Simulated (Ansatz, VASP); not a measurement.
# Two plane-wave programs on In

```xyz
1
Lattice="-1.9471 1.9471 1.9471 1.9471 -1.9471 1.9471 1.9471 1.9471 -1.9471" Properties=species:S:1:pos:R:3 pbc="T T T"
In    0.0000    0.0000    0.0000
```

Alike in both runs: task single point; functional PBE; k mesh 16 × 16 × 16; occupations gaussian, width 0.1 eV; no spin polarisation.

|  | VASP | Ansatz |
| --- | --- | --- |
| version | VASP 6.6.1 | Ansatz 0.2.0 |
| potentials or method | VASP PAW PBE potentials, release 64 (In_d), cutoff 520 eV | scalar-relativistic, plane waves, PAW |
| valence electrons in the cell | 13 | 13 |

Ansatz gave:

```
gap on the k mesh at the Fermi level (eV) : none
pressure (GPa)                            : -1.7
```

Question: What did VASP give for the same quantities?

Answer: gap on the k mesh at the Fermi level (eV): none; pressure (GPa): -1.8.

A gap of «none» marks a metal or a gap that the smearing closes.
